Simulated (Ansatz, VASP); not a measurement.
## One calculation of Ge, two programs

INCAR

```
SYSTEM = Ge
  ALGO = Normal
  EDIFF = 1E-6
  ENCUT = 520
  GGA = PS
  ISIF = 2
  ISMEAR = -1
  LASPH = .TRUE.
  LCHARG = .FALSE.
  LREAL = .FALSE.
  LWAVE = .FALSE.
  NBANDS = 36
  NELM = 100
  PREC = Accurate
  SIGMA = 0.05
```

KPOINTS

```
k-points
0
G
  6 6 2
  0 0 0
```

Contents of POSCAR:

```
Ge
1.0
    4.0504045371      0.0000000000      0.0000000000
   -2.0252022685      3.5077532247      0.0000000000
    0.0000000000      0.0000000000     10.9933590000
Ge
4
Direct
    0.6666666667      0.3333333333      0.4148480000
    0.3333333333      0.6666666667      0.9148480000
    0.0000000000      0.0000000000      0.4774520000
    0.0000000000      0.0000000000      0.9774520000
```

input.yaml

```yaml
crystal:
  lattice:
    - [4.0504045371, 0.0, 0.0]
    - [-2.0252022685, 3.5077532247, 0.0]
    - [0.0, 0.0, 10.993359]
  atoms:
    - { symbol: Ge, position: [0.6666666667, 0.3333333333, 0.414848] }
    - { symbol: Ge, position: [0.3333333333, 0.6666666667, 0.914848] }
    - { symbol: Ge, position: [0.0, 0.0, 0.477452] }
    - { symbol: Ge, position: [0.0, 0.0, 0.977452] }
kpoints:
  mp_grid: { grid: [6, 6, 2] }
  band_path:
    path:
      - [0.0, 0.0, 0.0]
      - [0.5, 0.0, 0.0]
      - [0.3333333333, 0.3333333333, 0.0]
      - [0.0, 0.0, 0.0]
      - [0.0, 0.0, 0.5]
      - [0.5, 0.0, 0.5]
      - [0.3333333333, 0.3333333333, 0.5]
      - [0.0, 0.0, 0.5]
    npoints: 6
scf:
  occupations: { method: fermi_dirac, width: 0.05 }
hamiltonian:
  xc: pbesol
  pseudopotentials: { kind: all_electron, lapw: { basis_error: 0.002 } }
output:
  forces: true
  stress: true
  eigenvalues: true
```

Alike in both runs: functional PBEsol; k mesh 6 × 6 × 2; occupations fermi-dirac, width 0.05 eV; no spin polarisation.

|  | VASP | Ansatz |
| --- | --- | --- |
| version | VASP 6.6.1 | Ansatz 0.2.0 |
| potentials or method | VASP PAW PBE potentials, release 64 (Ge_d), cutoff 520 eV | all-electron LAPW, scalar-relativistic |
| task | single point | band structure |

```csv
,VASP,Ansatz,Ansatz less VASP
gap on the k mesh at the Fermi level (eV),none,none,-
pressure (GPa),-1.6,-1.5,+0.07
"traceless stress, the component that is largest in VASP (GPa)",0.94,0.92,-0.021
rms of the force components (eV/Å),0.094,0.092,-0.0020
```

VASP's potentials were made for PBE, not for PBEsol. Atom by atom the forces differ by 0.002 eV/Å (rms over components). A gap of «none» marks a metal or a gap that the smearing closes. Ansatz ran all-electron here, and VASP with PAW potentials.

Noted on Ansatz's run: the k mesh is thin for a metal, which can move the energy by tens of meV per atom.
